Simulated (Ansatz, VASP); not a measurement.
# Two plane-wave programs on TiCdTe3

Contents of INCAR:

```
SYSTEM = TiCdTe3
PREC = Accurate
ENCUT = 500
EDIFF = 1E-6
ISMEAR = 0
SIGMA = 0.05
LREAL = .FALSE.
LASPH = .TRUE.
NELM = 120
ALGO = Normal
ISIF = 2
LWAVE = .FALSE.
LCHARG = .FALSE.
GGA = PE
NBANDS = 29
GGA_COMPAT = .FALSE.
```

The input KPOINTS:

```
regular mesh
0
G
  4 4 4
  0 0 0
```

The input POSCAR:

```
TiCdTe3
1.0
    5.6400000000      0.0000000000      0.0000000000
    0.0000000000      5.6400000000      0.0000000000
    0.0000000000      0.0000000000      5.6400000000
Cd Ti Te
1 1 3
Direct
    0.0000000000      0.0000000000      0.0000000000
    0.5000000000      0.5000000000      0.5000000000
    0.5000000000      0.5000000000      0.0000000000
    0.5000000000      0.0000000000      0.5000000000
    0.0000000000      0.5000000000      0.5000000000
```

Input for Ansatz:

```yaml
crystal:
  lattice:
    - [5.64, 0.0, 0.0]
    - [0.0, 5.64, 0.0]
    - [0.0, 0.0, 5.64]
  atoms:
    - { symbol: Cd, position: [0.0, 0.0, 0.0] }
    - { symbol: Ti, position: [0.5, 0.5, 0.5] }
    - { symbol: Te, position: [0.5, 0.5, 0.0] }
    - { symbol: Te, position: [0.5, 0.0, 0.5] }
    - { symbol: Te, position: [0.0, 0.5, 0.5] }
basis:
  ecutwfc: 420
kpoints:
  mp_grid: { grid: [4, 4, 4] }
hamiltonian:
  xc: pbe
scf:
  occupations: { method: gaussian, width: 0.05 }
output:
  forces: true
  stress: true
  eigenvalues: true
```

Alike in both runs: task single point; functional PBE; k mesh 4 × 4 × 4; occupations gaussian, width 0.05 eV; no spin polarisation.

|  | VASP | Ansatz |
| --- | --- | --- |
| version | VASP 6.6.1 | Ansatz 0.2.0 |
| potentials or method | VASP PAW PBE potentials, release 64 (Cd, Ti_sv, Te), cutoff 500 eV | scalar-relativistic, plane waves, PAW |
| valence electrons in the cell | 42 | 80 |

```csv
,VASP,Ansatz,Ansatz less VASP
gap on the k mesh at the Fermi level (eV),none,none,-
pressure (GPa),-4.1,-4.1,+0.01
```

A gap of «none» marks a metal or a gap that the smearing closes. With one functional, cell and mesh, what is left measures potentials, basis and numerics. VASP's potentials hold 42 valence electrons a cell and Ansatz's 80, so a difference there can come from the potentials and not from the codes.

Spin-orbit coupling is off throughout.
